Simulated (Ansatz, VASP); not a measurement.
## Two plane-wave programs on WS2

```
W S
1.0
     1.59387    0.92022    7.47444
    -1.59387    0.92022    7.47444
     0.00000   -1.84045    7.47444
W S
1 2
Direct
  0.00068 0.00068 0.00068
  0.40407 0.40407 0.40407
  0.26395 0.26395 0.26395
```

Alike in both runs: functional PBE; k mesh 12 × 12 × 12; occupations gaussian, width 0.02 eV; no spin polarisation.

Ansatz relaxed the structure, and its values are those at the end. VASP's run is a single point on that final structure, the one shown.

|  | VASP | Ansatz |
| --- | --- | --- |
| version | VASP 6.6.1 | Ansatz 0.2.0 |
| potentials or method | VASP PAW PBE potentials, release 64 (W_sv, S), cutoff 520 eV | scalar-relativistic, plane waves, PAW |
| valence electrons in the cell | 26 | 26 |

|  | VASP | Ansatz | Ansatz less VASP |
| --- | --- | --- | --- |
| gap on the k mesh at the Fermi level (eV) | 1.65 | 1.64 | -0.014 |
| least direct gap on the mesh (eV) | 1.81 | 1.81 | -0.003 |
| pressure (GPa) | 0.0 | 0.0 | +0.04 |

Neither program's run includes spin-orbit coupling.
